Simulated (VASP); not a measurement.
# Zr3TiN4 (P4/mmm) in VASP: notebook

Zr3TiN4 is run at these levels: PBE; tasks: single point.

Everything below comes from runs of VASP 6.6.1. Logs are shortened: lines on timing, memory, paths and dates and some standing lists are left out, and cuts for length are marked.

## 1. The cell of the first run

It takes space group P4/mmm (No. 123, tetragonal). Conventional cell: a = 3.204 Å, b = 3.204 Å, c = 9.033 Å, α = 90.00°, β = 90.00°, γ = 90.00°. Zr (site symmetry 4mm) has 6 N at 2.18 to 2.33 Å within 2.9 Å. Within 3.0 Å of Zr (site symmetry 4/mmm) lie 6 N at 2.27 to 2.32 Å. Within 2.9 Å of Ti (site symmetry 4/mmm) lie 6 N at 2.19 to 2.27 Å. Within 2.9 Å of N (site symmetry 4/mmm) lie 2 Zr at 2.18 Å and 4 Ti at 2.27 Å. N (site symmetry 4mm) has 1 Ti at 2.19 Å and 5 Zr at 2.27 to 2.32 Å within 2.9 Å. N (site symmetry 4/mmm) has 6 Zr at 2.27 to 2.33 Å within 3.0 Å.

## 2. Single point, PBE

Contents of INCAR:

```
SYSTEM = Zr3TiN4
PREC     = Accurate       ! precision mode
ENCUT    = 520            ! plane-wave cutoff, eV
EDIFF    = 1E-6           ! SCF threshold, eV
ISMEAR   = 0              ! smearing method
SIGMA    = 0.1            ! smearing width, eV
LREAL    = .False.        ! projectors in reciprocal space
LASPH    = .True.         ! aspherical terms in the spheres
NELM     = 100            ! most SCF steps
ALGO     = Normal         ! electronic algorithm
ISIF     = 2              ! what is computed and relaxed
LWAVE    = .False.        ! write WAVECAR
LCHARG   = .True.         ! write CHGCAR
GGA      = PE             ! functional
LELF     = .True.         ! ELF
LVHAR    = .True.       
NBANDS   = 44             ! bands
```

Contents of KPOINTS:

```
regular mesh
0
Gamma
  6 6 2
  0 0 0
```

Contents of POSCAR:

```
Zr3TiN4
1.0
    3.2039331000      0.0000000000      0.0000000000
    0.0000000000      3.2039331000      0.0000000000
    0.0000000000      0.0000000000      9.0330583000
Zr Ti N
3 1 4
Direct
    0.0000000000      0.0000000000      0.7416330000
    0.0000000000      0.0000000000      0.2583670000
    0.5000000000      0.5000000000      0.0000000000
    0.5000000000      0.5000000000      0.5000000000
    0.0000000000      0.0000000000      0.5000000000
    0.5000000000      0.5000000000      0.2572520000
    0.0000000000      0.0000000000      0.0000000000
    0.5000000000      0.5000000000      0.7427480000
```

Potentials or basis: VASP PAW PBE potentials, release 64 (Zr_sv, Ti_sv, N).

On the command line:

```bash
cat potpaw_PBE.64/Zr_sv/POTCAR potpaw_PBE.64/Ti_sv/POTCAR potpaw_PBE.64/N/POTCAR > POTCAR
mpirun -np 1 vasp_std > vasp.out
```

OUTCAR:

```text
SYSTEM = Zr3TiN4
   PREC = Accurate
   ENCUT = 520
   EDIFF = 1E-6
   ISMEAR = 0
   LREAL = .False.
   LASPH = .True.
   NELM = 100
   ISIF = 2
   GGA = PE

 ion  position               nearest neighbor table
   1  0.000  0.000  0.742-   5 2.18   8 2.27   8 2.27   8 2.27   8 2.27   7 2.33   4 3.15   4 3.15
                             4 3.15   4 3.15   3 3.25   3 3.25   3 3.25   3 3.25
   2  0.000  0.000  0.258-   5 2.18   6 2.27   6 2.27   6 2.27   6 2.27   7 2.33   4 3.15   4 3.15
                             4 3.15   4 3.15   3 3.25   3 3.25   3 3.25   3 3.25
   3  0.500  0.500  0.000-   7 2.27   7 2.27   7 2.27   7 2.27   8 2.32   6 2.32   2 3.25   2 3.25
                             1 3.25   2 3.25   1 3.25   1 3.25   2 3.25   1 3.25
   4  0.500  0.500  0.500-   6 2.19   8 2.19   5 2.27   5 2.27   5 2.27   5 2.27   2 3.15   2 3.15
                             1 3.15   2 3.15   1 3.15   1 3.15   2 3.15   1 3.15
   5  0.000  0.000  0.500-   1 2.18   2 2.18   4 2.27   4 2.27   4 2.27   4 2.27
   6  0.500  0.500  0.257-   4 2.19   2 2.27   2 2.27   2 2.27   2 2.27   3 2.32
   7  0.000  0.000  0.000-   3 2.27   3 2.27   3 2.27   3 2.27   1 2.33   2 2.33
   8  0.500  0.500  0.743-   4 2.19   1 2.27   1 2.27   1 2.27   1 2.27   3 2.32

  LATTYP: Found a simple tetragonal cell.
 ALAT       =     3.2039331000
 C/A-ratio  =     2.8193654543

  Lattice vectors:

 A1 = (   3.2039331000,   0.0000000000,   0.0000000000)
 A2 = (   0.0000000000,   3.2039331000,   0.0000000000)
 A3 = (   0.0000000000,   0.0000000000,   9.0330583000)

Analysis of symmetry for initial positions (statically):
=====================================================================
 Subroutine PRICEL returns:
 Original cell was already a primitive cell.

 Routine SETGRP: Setting up the symmetry group for a
 simple tetragonal supercell.

 Subroutine GETGRP returns: Found 16 space group operations
 (whereof 16 operations were pure point group operations)
 out of a pool of 16 trial point group operations.

The static configuration has the point symmetry D_4h.

Analysis of symmetry for dynamics (positions and initial velocities):
=====================================================================
 Subroutine PRICEL returns:
 Original cell was already a primitive cell.

 Routine SETGRP: Setting up the symmetry group for a
 simple tetragonal supercell.

 Subroutine GETGRP returns: Found 16 space group operations
 (whereof 16 operations were pure point group operations)
 out of a pool of 16 trial point group operations.

The dynamic configuration has the point symmetry D_4h.

 Subroutine INISYM returns: Found 16 space group operations
 (whereof 16 operations are pure point group operations),
 and found     1 'primitive' translations

----------------------------------------------------------------------------------------

                                     Primitive cell

  volume of cell :      92.7260

  direct lattice vectors                    reciprocal lattice vectors
     3.203933100  0.000000000  0.000000000     0.312116380  0.000000000  0.000000000
     0.000000000  3.203933100  0.000000000     0.000000000  0.312116380  0.000000000
     0.000000000  0.000000000  9.033058300     0.000000000  0.000000000  0.110704478

  length of vectors
     3.203933100  3.203933100  9.033058300     0.312116380  0.312116380  0.110704478

  position of ions in fractional coordinates (direct lattice)
     0.000000000  0.000000000  0.741633000
     0.000000000  0.000000000  0.258367000
     0.500000000  0.500000000  0.000000000
     0.500000000  0.500000000  0.500000000
     0.000000000  0.000000000  0.500000000
     0.500000000  0.500000000  0.257252000
     0.000000000  0.000000000  0.000000000
     0.500000000  0.500000000  0.742748000

  ion indices of the primitive-cell ions
   primitive index   ion index
                 1           1
                 2           2
                 3           3
                 4           4
                 5           5
                 6           6
                 7           7
[... 48 lines left out ...]
  Thomas-Fermi vector in A             =   2.590851
   LORBIT       =      0    0 simple, 1 ext, 2 COOP (PROOUT), +10 PAW based schemes
   GGA     = PE    functional components
   LHFCALC =     F    Hartree Fock is set to
   AEXX    =    0.0000 exact exchange contribution
   IVDW    =     0    specifies the selected vdW correction
   LEPSILON=     F    determine dielectric tensor
   LRPA    =     F    only Hartree local field effects (RPA)
 non-spin polarized calculation
 Gauss-broadening in eV      SIGMA  =   0.10
  energy-cutoff  :      520.00
  volume of cell :       92.73
 maximum number of plane-waves:      2528
 NGX is ok and might be reduce to    24
   NGX = 11   NGY = 11   NGZ = 33

 number of electron      67.9999996 magnetization

 Free energy of the ion-electron system (eV)
  ---------------------------------------------------
  ext. energy  EPLUGINS =         0.00000000
  ---------------------------------------------------
  free energy    TOTEN  =       -80.44083459 eV

  energy without entropy =      -80.42549237  energy(sigma->0) =      -80.43316348

 E-fermi :  11.5914     XC(G=0): -12.5260

 val. band max:       11.5835141980   @ k =   0.1667   0.0000   0.5000
 cond. band min:      11.6020146430   @ k =   0.1667   0.0000   0.5000
 fundamental gap:      0.0185004450
 Fermi energy:        11.5913718394

 k-point     1 :       0.0000    0.0000    0.0000
  band No.  band energies     occupation
      1     -46.3255      2.00000
      2     -37.8904      2.00000
      3     -37.7569      2.00000
      4     -37.7263      2.00000
      5     -22.5492      2.00000
      6     -22.5492      2.00000
[... 36 lines left out ...]
     43      13.7292      0.00000
     44      14.2142      0.00000

 k-point     2 :       0.1667    0.0000    0.0000
  band No.  band energies     occupation
      1     -46.3220      2.00000
      2     -37.8703      2.00000
      3     -37.7428      2.00000
      4     -37.7189      2.00000
      5     -22.5934      2.00000
      6     -22.5445      2.00000
[... 838 lines left out ...]
 k-point    20 :       0.5000    0.5000    0.5000
  band No.  band energies     occupation
      1     -46.2983      2.00000
      2     -37.7516      2.00000
      3     -37.6482      2.00000
      4     -37.6478      2.00000
      5     -22.6855      2.00000
      6     -22.6855      2.00000
[... 36 lines left out ...]
     43      15.2450      0.00000
     44      16.1504      0.00000

------------------------ aborting loop because EDIFF is reached ----------------------------------------

  FORCE on cell =-STRESS in cart. coord.  units (eV):
  Direction    XX          YY          ZZ          XY          YZ          ZX
  --------------------------------------------------------------------------------------
  -------------------------------------------------------------------------------------
  Total       -0.0329185     -0.0329185      0.4068492      0.0000000      0.0000000     -0.0000000
  in kB       -0.5687854     -0.5687854      7.0297902      0.0000000      0.0000000     -0.0000000
  external PRESSURE =       1.9640732 kB  Pullay stress =       0.0000000 kB

 VOLUME and BASIS-vectors are now :
 -----------------------------------------------------------------------------
  energy-cutoff  :      520.00
  volume of cell :       92.73
      direct lattice vectors                 reciprocal lattice vectors
     3.203933100  0.000000000  0.000000000     0.312116380  0.000000000  0.000000000
     0.000000000  3.203933100  0.000000000     0.000000000  0.312116380  0.000000000
     0.000000000  0.000000000  9.033058300     0.000000000  0.000000000  0.110704478

 POSITION                                       TOTAL-FORCE (eV/Angst)
 -----------------------------------------------------------------------------------
      0.00000      0.00000      6.69921         0.000000     -0.000000     -0.031603
      0.00000      0.00000      2.33384        -0.000000     -0.000000      0.031603
      1.60197      1.60197      0.00000         0.000000      0.000000     -0.000000
      1.60197      1.60197      4.51653         0.000000      0.000000     -0.000000
      0.00000      0.00000      4.51653         0.000000      0.000000     -0.000000
      1.60197      1.60197      2.32377         0.000000      0.000000     -0.035189
      0.00000      0.00000      0.00000         0.000000      0.000000     -0.000000
      1.60197      1.60197      6.70929         0.000000     -0.000000      0.035189
 -----------------------------------------------------------------------------------
    total drift:                                0.000000     -0.000000     -0.000000

  FREE ENERGIE OF THE ION-ELECTRON SYSTEM (eV)
  ---------------------------------------------------
  free  energy   TOTEN  =       -80.4408345911 eV

  energy  without entropy=      -80.4254923692  energy(sigma->0) =      -80.43316348
```

It took 38 s on 1 thread of Intel Xeon 6975P-C (Granite Rapids), shared host; peak memory 0.22 GiB.

Results:

```yaml
Free_energy: -80.4408 eV
Pressure: 0.2 GPa
Largest_force: 0.035 eV/Å
Band_gap_on_the_k_mesh: zero (bands 34 and 35 overlap by 3.10 eV)
```

Forces in eV/Å, atoms in the order of the input:
```
Zr   0.000  0.000 -0.032
Zr   0.000  0.000  0.032
Zr   0.000  0.000  0.000
Ti   0.000  0.000  0.000
N    0.000  0.000  0.000
N    0.000  0.000 -0.035
N    0.000  0.000  0.000
N    0.000  0.000  0.035
```

## 3. Single point, PBE

Contents of INCAR:

```
ALGO = Normal
EDIFF = 1E-7
ENCUT = 520
GGA = PE
ISIF = 2
ISMEAR = 0
LASPH = True
LCHARG = False
LREAL = False
LWAVE = False
NBANDS = 44
NELM = 80
PREC = Accurate
SIGMA = 0.1
```

Contents of KPOINTS:

```
k-points
0
Gamma
  12 12 4
```

POSCAR is that of step 2.

Potentials or basis: VASP PAW PBE potentials, release 64 (Zr_sv, Ti_sv, N).

On the command line:

```bash
cat potpaw_PBE.64/Zr_sv/POTCAR potpaw_PBE.64/Ti_sv/POTCAR potpaw_PBE.64/N/POTCAR > POTCAR
mpirun -np 1 vasp_std > vasp.out
```

Run time: 2.7 min. Hardware: 1 thread of Intel Xeon 6975P-C (Granite Rapids), shared host; peak memory 0.39 GiB.

The run converged. Its results:

* Free energy: -80.4140 eV
* Pressure: 0.3 GPa
* Largest force: 0.005 eV/Å
* Band gap on the k mesh: zero (bands 34 and 35 overlap by 3.09 eV)

Forces in eV/Å, atoms in the order of the input:
```
Zr   0.000  0.000 -0.001
Zr   0.000  0.000  0.001
Zr   0.000  0.000  0.000
Ti   0.000  0.000  0.000
N    0.000  0.000  0.000
N    0.000  0.000 -0.005
N    0.000  0.000  0.000
N    0.000  0.000  0.005
```

Levels at points of the mesh, in eV from the Fermi level:
```tsv
k point	band 31	band 32	band 33	band 34	band 35	band 36	band 37	band 38
(0.00, 0.00, 0.00)	-2.51	-2.51	-2.50	-2.22	-2.01	-0.45	-0.45	-0.42
(0.50, 0.00, 0.00)	-4.86	-4.33	0.81	1.08	1.26	1.97	2.05	2.52
(0.50, 0.50, 0.00)	-3.25	-3.08	-3.08	-2.91	0.73	0.73	1.37	1.37
(0.00, 0.00, 0.50)	-2.98	-2.97	-2.97	-2.88	-1.13	-0.87	0.30	0.30
(0.50, 0.00, 0.50)	-4.90	-4.83	0.93	0.94	1.22	2.05	2.12	2.25
(0.50, 0.50, 0.50)	-4.09	-4.09	-1.36	-1.36	-1.21	-1.21	1.72	1.93
```

## 4. Single point, PBE, collinear spin

Contents of INCAR:

```
SYSTEM = Zr3TiN4
PREC     = Accurate       ! precision mode
ENCUT    = 520            ! plane-wave cutoff, eV
EDIFF    = 1E-6           ! SCF threshold, eV
ISMEAR   = 0              ! smearing method
SIGMA    = 0.1            ! smearing width, eV
LREAL    = .FALSE.        ! projectors in reciprocal space
LASPH    = .TRUE.         ! aspherical terms in the spheres
NELM     = 150            ! most SCF steps
ALGO     = Normal         ! electronic algorithm
ISIF     = 2              ! what is computed and relaxed
LWAVE    = .FALSE.        ! write WAVECAR
LCHARG   = .FALSE.        ! write CHGCAR
ISPIN    = 2              ! spin polarisation
MAGMOM   = 0 0 0 1 0 0 0 0 ! initial moments
LORBIT   = 11             ! projections on sites
LMAXMIX  = 4              ! l up to which the mixer works
GGA      = PE             ! functional
NBANDS   = 48             ! bands
```

Contents of KPOINTS:

```
Automatic mesh
0
G
  6 6 2
  0 0 0
```

POSCAR is that of step 3.

On the command line:

```bash
cat potpaw_PBE.64/Zr_sv/POTCAR potpaw_PBE.64/Ti_sv/POTCAR potpaw_PBE.64/N/POTCAR > POTCAR
mpirun -np 1 vasp_std > vasp.out
```

Run time: 82 s. Hardware: 1 thread of Intel Xeon 6975P-C (Granite Rapids), shared host; peak memory 0.3 GiB.

It converged, with:

| Quantity | Value |
| --- | --- |
| Free energy | -80.4408 eV |
| Pressure | 0.2 GPa |
| Largest force | 0.035 eV/Å |
| Band gap on the k mesh | zero (filled and empty bands overlap) |
| Net moment | 0.00 μB per cell |
| Valence electrons inside the program's atomic spheres | Zr 9.89, 9.87 (each value once); Ti 10.20; N 3.70, 3.73 (each value once) |

Forces in eV/Å, atoms in the order of the input:
```
Zr   0.000  0.000 -0.032
Zr   0.000  0.000  0.032
Zr   0.000  0.000  0.000
Ti   0.000  0.000  0.000
N    0.000  0.000  0.000
N    0.000  0.000 -0.035
N    0.000  0.000  0.000
N    0.000  0.000  0.035
```

Stress tensor (GPa, compression positive):
```
-0.06  0.00  0.00
 0.00 -0.06  0.00
 0.00  0.00  0.70
```

Levels at points of the mesh, in eV from the Fermi level:
Spin up:
| k point | band 31 | band 32 | band 33 | band 34 | band 35 | band 36 | band 37 | band 38 |
| --- | --- | --- | --- | --- | --- | --- | --- | --- |
| (0.00, 0.00, 0.00) | -2.45 | -2.45 | -2.44 | -2.17 | -1.97 | -0.40 | -0.40 | -0.38 |
| (0.50, 0.00, 0.00) | -4.81 | -4.27 | 0.85 | 1.13 | 1.29 | 2.03 | 2.10 | 2.57 |
| (0.50, 0.50, 0.00) | -3.20 | -3.02 | -3.02 | -2.85 | 0.78 | 0.78 | 1.42 | 1.42 |
| (0.00, 0.00, 0.50) | -2.92 | -2.92 | -2.92 | -2.83 | -1.09 | -0.83 | 0.35 | 0.35 |
| (0.50, 0.00, 0.50) | -4.84 | -4.77 | 0.98 | 0.99 | 1.26 | 2.10 | 2.17 | 2.30 |
| (0.50, 0.50, 0.50) | -4.04 | -4.04 | -1.31 | -1.31 | -1.16 | -1.16 | 1.75 | 1.96 |
Spin down:
```csv
k point,band 31,band 32,band 33,band 34,band 35,band 36,band 37,band 38
"(0.00, 0.00, 0.00)",-2.45,-2.45,-2.44,-2.17,-1.97,-0.40,-0.40,-0.38
"(0.50, 0.00, 0.00)",-4.81,-4.27,0.85,1.13,1.29,2.03,2.10,2.57
"(0.50, 0.50, 0.00)",-3.20,-3.02,-3.02,-2.85,0.78,0.78,1.42,1.42
"(0.00, 0.00, 0.50)",-2.92,-2.92,-2.92,-2.83,-1.09,-0.83,0.35,0.35
"(0.50, 0.00, 0.50)",-4.84,-4.77,0.98,0.99,1.26,2.10,2.17,2.30
"(0.50, 0.50, 0.50)",-4.04,-4.04,-1.31,-1.31,-1.16,-1.16,1.75,1.96
```

## 5. Single point, PBE, collinear spin

Contents of INCAR:

```
ALGO = Normal
EDIFF = 1E-6
ENCUT = 520
GGA = PE
ISIF = 2
ISMEAR = 0
ISPIN = 2
LASPH = True
LCHARG = True
LELF = True
LMAXMIX = 4
LORBIT = 11
LREAL = False
LVHAR = True
LWAVE = False
MAGMOM = 0 0 0 1 0 0 0 0
NBANDS = 48
NELM = 150
PREC = Accurate
SIGMA = 0.1
```

Contents of KPOINTS:

```
k-points
0
Gamma
  6 6 2
```

POSCAR is that of step 4.

On the command line:

```bash
cat potpaw_PBE.64/Zr_sv/POTCAR potpaw_PBE.64/Ti_sv/POTCAR potpaw_PBE.64/N/POTCAR > POTCAR
mpirun -np 1 vasp_std > vasp.out
```

Wall time 82 s (1 thread of Intel Xeon 6975P-C (Granite Rapids), shared host); peak memory 0.3 GiB.

It converged, with:

| Quantity | Value |
| --- | --- |
| Free energy | -80.4408 eV |
| Pressure | 0.2 GPa |
| Largest force | 0.035 eV/Å |
| Band gap on the k mesh | zero (filled and empty bands overlap) |
| Net moment | 0.00 μB per cell |
| Valence electrons inside the program's atomic spheres | Zr 9.89, 9.87 (each value once); Ti 10.20; N 3.70, 3.73 (each value once) |

Forces in eV/Å, atoms in the order of the input:
```
Zr   0.000  0.000 -0.032
Zr   0.000  0.000  0.032
Zr   0.000  0.000  0.000
Ti   0.000  0.000  0.000
N    0.000  0.000  0.000
N    0.000  0.000 -0.035
N    0.000  0.000  0.000
N    0.000  0.000  0.035
```

Stress tensor (GPa, compression positive):
```
-0.06  0.00  0.00
 0.00 -0.06  0.00
 0.00  0.00  0.70
```

Levels at points of the mesh, in eV from the Fermi level:
Spin up:
| k point | band 31 | band 32 | band 33 | band 34 | band 35 | band 36 | band 37 | band 38 |
| --- | --- | --- | --- | --- | --- | --- | --- | --- |
| (0.00, 0.00, 0.00) | -2.45 | -2.45 | -2.44 | -2.17 | -1.97 | -0.40 | -0.40 | -0.38 |
| (0.50, 0.00, 0.00) | -4.81 | -4.27 | 0.85 | 1.13 | 1.29 | 2.03 | 2.10 | 2.57 |
| (0.50, 0.50, 0.00) | -3.20 | -3.02 | -3.02 | -2.85 | 0.78 | 0.78 | 1.42 | 1.42 |
| (0.00, 0.00, 0.50) | -2.92 | -2.92 | -2.92 | -2.83 | -1.09 | -0.83 | 0.35 | 0.35 |
| (0.50, 0.00, 0.50) | -4.84 | -4.77 | 0.98 | 0.99 | 1.26 | 2.10 | 2.17 | 2.30 |
| (0.50, 0.50, 0.50) | -4.04 | -4.04 | -1.31 | -1.31 | -1.16 | -1.16 | 1.75 | 1.96 |
Spin down:
```tsv
k point	band 30	band 31	band 32	band 33	band 34	band 35	band 36	band 37	band 38	band 39
(0.00, 0.00, 0.00)	-3.06	-2.45	-2.45	-2.44	-2.17	-1.97	-0.40	-0.40	-0.38	0.64
(0.50, 0.00, 0.00)	-4.94	-4.81	-4.27	0.85	1.13	1.29	2.03	2.10	2.57	2.64
(0.50, 0.50, 0.00)	-3.20	-3.20	-3.02	-3.02	-2.85	0.78	0.78	1.42	1.42	1.75
(0.00, 0.00, 0.50)	-2.92	-2.92	-2.92	-2.92	-2.83	-1.09	-0.83	0.35	0.35	0.65
(0.50, 0.00, 0.50)	-4.85	-4.84	-4.77	0.98	0.99	1.26	2.10	2.17	2.30	2.49
(0.50, 0.50, 0.50)	-4.13	-4.04	-4.04	-1.31	-1.31	-1.16	-1.16	1.75	1.96	2.46
```

## 6. Overview

```csv
spin,k mesh,gap on the mesh (eV),pressure (GPa),largest force (eV/Å)
off,6 × 6 × 2,none,0.2,0.04
off,12 × 12 × 4,none,0.3,0.01
collinear,6 × 6 × 2,none,0.2,0.03
```

Alike in all rows: task single point; level PBE; potentials or basis VASP PAW PBE potentials, release 64 (Zr_sv, Ti_sv, N); cell as given; cutoff (eV) 520; smearing gaussian 0.1 eV.

Total energies depend on the potentials used, so only differences within one code and one set of settings carry meaning.
